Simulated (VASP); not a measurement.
# HPbNO4 (P1) in VASP: a series of runs

Aim: see how the results for HPbNO4 move with the level of theory and the settings. Levels: revPBE, PBE+D4, r2SCANh, r2SCAN+rVV10. Tasks: single point.

Program: VASP 6.6.1. These are calculated values, not measurements. Logs are shortened: lines on timing, memory, paths and dates and some standing lists are left out, and cuts for length are marked.

## 1. The cell of the first run

The typed cell holds 7 atoms: a = 3.857 Å, b = 4.338 Å, c = 5.984 Å, α = 81.87°, β = 83.26°, γ = 87.68°.

## 2. Single point, revPBE

File INCAR:

```
SYSTEM = HPbNO4
PREC     = Accurate       ! precision mode
ENCUT    = 520            ! plane-wave cutoff, eV
EDIFF    = 1E-6           ! SCF threshold, eV
ISMEAR   = -1             ! smearing method
SIGMA    = 0.05           ! smearing width, eV
LREAL    = .FALSE.        ! projectors in reciprocal space
LASPH    = .TRUE.         ! aspherical terms in the spheres
NELM     = 80             ! most SCF steps
ALGO     = Normal         ! electronic algorithm
ISIF     = 2              ! what is computed and relaxed
LWAVE    = .FALSE.        ! write WAVECAR
LCHARG   = .FALSE.        ! write CHGCAR
GGA      = RE             ! functional
NBANDS   = 31             ! bands
```

File KPOINTS:

```
Automatic mesh
0
G
  5 4 4
  0 0 0
```

File POSCAR:

```
HPbNO4
1.0
    3.8570700000      0.0017800000     -0.0365800000
    0.1735300000      4.3343600000     -0.0164700000
    0.7580300000      0.8387300000      5.8766200000
H Pb N O
1 1 1 4
Direct
    0.6151100000      0.8955900000      0.1984400000
    0.6459700000      0.4465100000      0.9168500000
    0.7147400000      0.2381000000      0.5005800000
    0.1695800000      0.4700700000      0.7776800000
    0.6291900000      0.9704500000      0.4984500000
    0.5642400000      0.9258300000      0.0384900000
    0.7802200000      0.4225000000      0.3195100000
```

Potentials or basis: VASP PAW PBE potentials, release 64 (H, Pb_d, N, O).

Launch:

```sh
cat potpaw_PBE.64/H/POTCAR potpaw_PBE.64/Pb_d/POTCAR potpaw_PBE.64/N/POTCAR potpaw_PBE.64/O/POTCAR > POTCAR
mpirun -np 1 vasp_std > vasp.out
```

OUTCAR:

```text
SYSTEM = HPbNO4
   PREC = Accurate
   ENCUT = 520
   EDIFF = 1E-6
   ISMEAR = -1
   LREAL = .FALSE.
   LASPH = .TRUE.
   NELM = 80
   ISIF = 2
   GGA = RE

 ion  position               nearest neighbor table
   1  0.615  0.896  0.198-   6 0.99
   2  0.646  0.447  0.917-   4 2.09   4 2.10   6 2.30   6 2.30   7 2.51   3 2.75
   3  0.715  0.238  0.501-   5 1.22   7 1.26   2 2.75
   4  0.170  0.470  0.778-   2 2.09   2 2.10
   5  0.629  0.970  0.498-   3 1.22
   6  0.564  0.926  0.038-   1 0.99   2 2.30   2 2.30
   7  0.780  0.422  0.320-   3 1.26   2 2.51

  LATTYP: Found a triclinic cell.
 ALAT       =     9.0022731292
 B/A-ratio  =     1.1034313029
 C/A-ratio  =     0.8320978899
 COS(alpha) =     0.0134657135
 COS(beta)  =     0.5861289562
 COS(gamma) =     0.8046043717

  Lattice vectors:

 A1 = (  -7.8876700000,  -4.3379200000,   0.0896300000)
 A2 = (  -7.1296400000,  -3.4991900000,   5.9662500000)
 A3 = (  -4.6151000000,  -0.8405100000,  -5.8400400000)

Analysis of symmetry for initial positions (statically):
=====================================================================
 Subroutine PRICEL returns:
 Original cell was already a primitive cell.

 Routine SETGRP: Setting up the symmetry group for a
 triclinic supercell.

 Subroutine GETGRP returns: Found  1 space group operations
 (whereof  1 operations were pure point group operations)
 out of a pool of  2 trial point group operations.

The static configuration has the point symmetry C_1 .

Analysis of symmetry for dynamics (positions and initial velocities):
=====================================================================
 Subroutine PRICEL returns:
 Original cell was already a primitive cell.

 Routine SETGRP: Setting up the symmetry group for a
 triclinic supercell.

 Subroutine GETGRP returns: Found  1 space group operations
 (whereof  1 operations were pure point group operations)
 out of a pool of  2 trial point group operations.

The dynamic configuration has the point symmetry C_1 .

 Subroutine INISYM returns: Found  1 space group operations
 (whereof  1 operations are pure point group operations),
 and found     1 'primitive' translations

[... 96 lines left out ...]
   ISTART =      0    job   : 0-new  1-cont  2-samecut
   ICHARG =      2    charge: 1-file 2-atom 10-const
   ISPIN  =      1    spin polarized calculation?
   LNONCOLLINEAR =      F non collinear calculations
   LSORBIT =      F    spin-orbit coupling
   LASPH  =      T    aspherical Exc in radial PAW
   ENCUT  =  520.0 eV  38.22 Ry    6.18 a.u.   7.17  8.07 11.13*2*pi/ulx,y,z
   NELM   =     80;   NELMIN=  2; NELMDL= -5     # of ELM steps
   EDIFF  = 0.1E-05   stopping-criterion for ELM
   LREAL  =      F    real-space projection
   EDIFFG = 0.1E-04   stopping-criterion for IOM
   NSW    =      0    number of steps for IOM
   IBRION =     -1    ionic relax: 0-MD 1-quasi-New 2-CG
   NFREE  =      0    steps in history (QN), initial steepest desc. (CG)
   ISIF   =      2    stress and relaxation
   ISYM   =      2    0-nonsym 1-usesym 2-fastsym
   POTIM  = 0.5000    time-step for ionic-motion
   TEBEG  =    0.0;   TEEND  =   0.0 temperature during run
   PSTRESS=    0.0 pullay stress
   NELECT =      44.0000    total number of electrons
   NUPDOWN=      -1.0000    fix difference up-down
   EMIN   =  10.00;   EMAX   =-10.00  energy-range for DOS
   EFERMI =   0.00;   METHOD = LEGACY
   ISMEAR =    -1;   SIGMA  =   0.05  broadening in eV -4-tet -1-fermi 0-gaus
   EFERMI_NEDOS =   21; number of points for ismear=-14 and -15
   IALGO  =     38    algorithm
   IMIX   =      4    mixing-type and parameters
     AMIX     =   0.40;   BMIX     =  1.00
     AMIX_MAG =   1.60;   BMIX_MAG =  1.00
  volume/ion in A,a.u.               =      14.06        94.87
  Fermi-wavevector in a.u.,A,eV,Ry     =   1.251827  2.365609 21.321279  1.567070
  Thomas-Fermi vector in A             =   2.385756
   LORBIT       =      0    0 simple, 1 ext, 2 COOP (PROOUT), +10 PAW based schemes
   GGA     = RE    functional components
   LHFCALC =     F    Hartree Fock is set to
   AEXX    =    0.0000 exact exchange contribution
   IVDW    =     0    specifies the selected vdW correction
   LEPSILON=     F    determine dielectric tensor
   LRPA    =     F    only Hartree local field effects (RPA)
 non-spin polarized calculation
  energy-cutoff  :      520.00
  volume of cell :       98.41
 maximum number of plane-waves:      2666
 NGX is ok and might be reduce to    30
   NGX = 15   NGY = 17   NGZ = 23

 number of electron      43.9999991 magnetization

 Free energy of the ion-electron system (eV)
  ---------------------------------------------------
  ext. energy  EPLUGINS =         0.00000000
  ---------------------------------------------------
  free energy    TOTEN  =       -36.92328624 eV

  energy without entropy =      -36.92120016  energy(sigma->0) =      -36.92224320

 E-fermi :   1.0986     XC(G=0):  -8.4792

 val. band max:        0.9022294038   @ k =   0.4000   0.2500  -0.0000
 cond. band min:       1.1667957598   @ k =   0.0000   0.0000   0.5000
 fundamental gap:      0.2645663560
 Fermi energy:         1.0985922144

 k-point     1 :       0.0000    0.0000    0.0000
  band No.  band energies     occupation
      1     -23.9779      2.00000
      2     -19.6191      2.00000
      3     -17.6601      2.00000
      4     -17.1601      2.00000
      5     -15.0006      2.00000
      6     -14.9052      2.00000
[... 805 lines left out ...]
     30      12.2713      0.00000
     31      12.4766      0.00000

 [... further k-points ...]
[... 5 lines left out ...]
  --------------------------------------------------------------------------------------
  -------------------------------------------------------------------------------------
  Total        1.0764975      2.3259480      1.6288083      0.3621681     -0.3482089     -0.0527082
  in kB       17.5258454     37.8674387     26.5177039      5.8962528     -5.6689922     -0.8581131
  external PRESSURE =      27.3036627 kB  Pullay stress =       0.0000000 kB

 VOLUME and BASIS-vectors are now :
 -----------------------------------------------------------------------------
  energy-cutoff  :      520.00
  volume of cell :       98.41
      direct lattice vectors                 reciprocal lattice vectors
     3.857070000  0.001780000 -0.036580000     0.258966393 -0.010489196 -0.031907234
     0.173530000  4.334360000 -0.016470000    -0.000418053  0.230606447 -0.032858965
     0.758030000  0.838730000  5.876620000     0.001610808  0.000581013  0.169875140

 POSITION                                       TOTAL-FORCE (eV/Angst)
 -----------------------------------------------------------------------------------
      2.67836      4.04934      1.12891        -0.009736     -0.005400     -0.008191
      3.26403      2.70547      5.35700         0.002438      0.001362      0.018733
      3.17757      1.45313      2.91165         0.191653      0.437569      0.457664
      1.32516      2.69002      4.55618        -0.009543      0.019909     -0.050877
      2.97307      4.62546      2.89020        -0.269512     -0.795649      0.048024
      2.36615      4.04617      0.19030        -0.024541      0.010864      0.037024
      3.32488      2.10064      1.84214         0.119242      0.331345     -0.502376
 -----------------------------------------------------------------------------------
    total drift:                                0.000826      0.001437     -0.002123

  FREE ENERGIE OF THE ION-ELECTRON SYSTEM (eV)
  ---------------------------------------------------
  free  energy   TOTEN  =       -36.9232862430 eV

  energy  without entropy=      -36.9212001568  energy(sigma->0) =      -36.92224320
```

Wall time 2.1 min (1 thread of Intel Xeon Platinum 8375C at 2.90GHz (Ice Lake), shared host); peak memory 0.28 GiB.

What came out:

| Property | Result |
| --- | --- |
| Free energy | -36.9233 eV |
| Pressure | 2.7 GPa |
| Largest force | 0.841 eV/Å |
| Band gap on the k mesh | 0.26 eV, indirect (least direct gap 0.46 eV) |

Forces on the atoms (eV/Å):
```
H   -0.010 -0.005 -0.008
Pb   0.002  0.001  0.019
N    0.192  0.438  0.458
O   -0.010  0.020 -0.051
O   -0.270 -0.796  0.048
O   -0.025  0.011  0.037
O    0.119  0.331 -0.502
```

Stress tensor (GPa, compression positive):
```
 1.75  0.59 -0.09
 0.59  3.79 -0.57
-0.09 -0.57  2.65
```

Levels at points of the mesh, in eV from the valence-band top:
| k point | band 19 | band 20 | band 21 | band 22 | band 23 | band 24 | band 25 | band 26 |
| --- | --- | --- | --- | --- | --- | --- | --- | --- |
| (0.00, 0.00, 0.00) | -1.55 | -1.12 | -0.93 | -0.60 | 1.22 | 2.96 | 5.36 | 7.35 |
| (0.00, 0.50, 0.00) | -1.30 | -1.15 | -0.85 | -0.41 | 1.58 | 3.00 | 5.83 | 6.32 |
| (0.00, 0.00, 0.50) | -1.73 | -1.15 | -0.94 | -0.19 | 0.26 | 3.05 | 5.81 | 8.26 |
| (0.00, 0.50, 0.50) | -1.26 | -1.11 | -1.03 | -0.77 | 1.36 | 3.03 | 6.31 | 6.63 |

Caveat: the standard files for N, O and F lose accuracy on very short bonds; the PAW data sets were made with another functional, which shifts forces and pressure a little; spin-orbit coupling is left out, which moves the levels of the heavy elements.

## 3. Single point, PBE+D4

This run uses another cell than the first one, of 12.83 Å³/atom, 0.912 times its volume.

File INCAR:

```
SYSTEM = HPbNO4
PREC = Accurate
ENCUT = 520
EDIFF = 1E-6
ISMEAR = -1
SIGMA = 0.05
LREAL = .False.
LASPH = .True.
NELM = 80
ALGO = Normal
ISIF = 2
LWAVE = .False.
LCHARG = .True.
GGA = PE
IVDW = 13
LELF = .True.
LVHAR = .True.
NBANDS = 31
```

File KPOINTS:

```
regular mesh
0
Gamma
  4 4 3
  0 0 0
```

File POSCAR:

```
HPbNO4
1.0
    3.7510777481      0.1487518261      0.0723544397
    0.3340362126      4.2110216058      0.0388153090
    0.9336791026      0.9102901247      5.7270186144
H Pb N O
1 1 1 4
Direct
    0.5739166092      0.8947143710      0.2152341962
    0.6369833974      0.4519883099      0.9177485918
    0.7570323534      0.2148208823      0.4955371535
    0.1724475080      0.5144729973      0.7617384902
    0.6357620380      0.9569337723      0.4995531171
    0.5094334299      0.9338881835      0.0557564053
    0.8334746642      0.4022314837      0.3044320461
```

Potentials or basis: VASP PAW PBE potentials, release 64 (H, Pb_d, N, O).

Launch:

```sh
cat potpaw_PBE.64/H/POTCAR potpaw_PBE.64/Pb_d/POTCAR potpaw_PBE.64/N/POTCAR potpaw_PBE.64/O/POTCAR > POTCAR
mpirun -np 1 vasp_std > vasp.out
```

It took 34 s on 1 thread of Intel Xeon 6975P-C (Granite Rapids), shared host; peak memory 0.23 GiB.

It converged, with:

| Quantity | Value |
| --- | --- |
| Free energy | -39.5370 eV |
| Pressure | 0.7 GPa |
| Largest force | 0.634 eV/Å |
| Band gap on the k mesh | 0.70 eV, indirect (least direct gap 0.77 eV) |
| Dispersion energy per atom | -0.132 eV |

Forces in eV/Å, atoms in the order of the input:
```
H    0.044 -0.006  0.127
Pb  -0.001  0.006 -0.001
N    0.225  0.360  0.356
O   -0.005  0.002 -0.027
O   -0.279 -0.569  0.002
O   -0.037 -0.001 -0.097
O    0.053  0.207 -0.360
```

Stress tensor (GPa, compression positive):
```
 0.27  0.64 -0.06
 0.64  1.16 -0.43
-0.06 -0.43  0.70
```

Levels at points of the mesh, in eV from the valence-band top:
| k point | band 20 | band 21 | band 22 | band 23 | band 24 | band 25 |
| --- | --- | --- | --- | --- | --- | --- |
| (0.00, 0.00, 0.00) | -1.12 | -0.87 | -0.34 | 1.25 | 2.89 | 5.56 |
| (0.50, 0.00, 0.00) | -1.18 | -0.76 | -0.07 | 1.48 | 3.18 | 6.83 |
| (0.00, 0.50, 0.00) | -1.14 | -0.82 | -0.29 | 1.72 | 2.91 | 6.09 |
| (0.50, 0.50, 0.00) | -1.33 | -0.65 | -0.02 | 2.83 | 3.27 | 6.45 |

Caveat: the k points lie up to 0.43 Å⁻¹ apart; the standard files for N, O and F lose accuracy on very short bonds; spin-orbit coupling is left out, which moves the levels of the heavy elements. A hybrid or GW would open this gap; PBE tends to underestimate it.

## 4. Single point, r2SCANh

File POSCAR:

```
HPbNO4
1.0
    3.8570700000      0.0017800000     -0.0365800000
    0.1735300000      4.3343600000     -0.0164700000
    0.7580300000      0.8387300000      5.8766200000
H Pb N O
1 1 1 4
Direct
    0.6151100000      0.8955900000      0.1984400000
    0.6459700000      0.4465100000      0.9168500000
    0.7147400000      0.2381000000      0.5005800000
    0.1695800000      0.4700700000      0.7776800000
    0.6291900000      0.9704500000      0.4984500000
    0.5642400000      0.9258300000      0.0384900000
    0.7802200000      0.4225000000      0.3195100000
```

File INCAR.step1:

```
SYSTEM = HPbNO4
PREC = Accurate
ENCUT = 520
EDIFF = 1E-5
ISMEAR = -1
SIGMA = 0.05
LREAL = .FALSE.
LASPH = .TRUE.
NELM = 100
ALGO = Normal
ISIF = 2
LWAVE = .TRUE.
LCHARG = .FALSE.
GGA = PE
NBANDS = 31
LUSENCCL = .FALSE.
```

File INCAR.step2:

```
SYSTEM = HPbNO4
PREC = Accurate
ENCUT = 520
EDIFF = 1E-6
ISMEAR = -1
SIGMA = 0.05
LREAL = .FALSE.
LASPH = .TRUE.
NELM = 100
ALGO = Normal
ISIF = 2
LWAVE = .FALSE.
LCHARG = .FALSE.
METAGGA = R2SCAN
LHFCALC = .TRUE.
AEXX = 0.1
LMIXTAU = .TRUE.
PRECFOCK = Fast
ISTART = 1
NBANDS = 31
LUSENCCL = .FALSE.
```

File KPOINTS:

```
regular mesh
0
G
  3 3 2
  0 0 0
```

Launch:

```sh
cat potpaw_PBE.64/H/POTCAR potpaw_PBE.64/Pb_d/POTCAR potpaw_PBE.64/N/POTCAR potpaw_PBE.64/O/POTCAR > POTCAR
cp INCAR.step1 INCAR
mpirun -np 1 vasp_std > vasp.out
cp INCAR.step2 INCAR
mpirun -np 1 vasp_std > vasp.out
```

Run time: 6 min. Hardware: 1 × NVIDIA H100 80GB with 1 thread of AMD EPYC 7R13 (Zen 3), shared host; peak memory 1.2 GiB.

Results (log left out):

* Free energy: -96.3368 eV
* Pressure: -5.2 GPa
* Largest force: 0.535 eV/Å
* Band gap on the k mesh: 0.79 eV, indirect (least direct gap 0.88 eV)

Forces in eV/Å, atoms in the order of the input:
```
H   -0.158 -0.025 -0.362
Pb   0.021 -0.026 -0.258
N    0.000  0.130  0.225
O   -0.040  0.015  0.533
O    0.080  0.229 -0.161
O    0.265  0.017  0.189
O   -0.168 -0.340 -0.165
```

Stress tensor (GPa, compression positive):
```
-4.85 -0.32 -0.30
-0.32 -5.29  0.27
-0.30  0.27 -5.37
```

Levels at points of the mesh, in eV from the valence-band top:
| k point | band 19 | band 20 | band 21 | band 22 | band 23 | band 24 | band 25 | band 26 |
| --- | --- | --- | --- | --- | --- | --- | --- | --- |
| (0.00, 0.00, 0.00) | -1.76 | -1.46 | -1.22 | -0.70 | 1.93 | 4.32 | 6.51 | 8.31 |
| (0.00, 0.00, 0.50) | -1.92 | -1.48 | -1.27 | -0.10 | 0.79 | 4.42 | 6.97 | 9.33 |

Caveat: the k points lie up to 0.55 Å⁻¹ apart; the standard files for N, O and F lose accuracy on very short bonds; the PAW data sets were made with another functional, which shifts forces and pressure a little; spin-orbit coupling is left out, which moves the levels of the heavy elements.

[end of part 1 of 2]
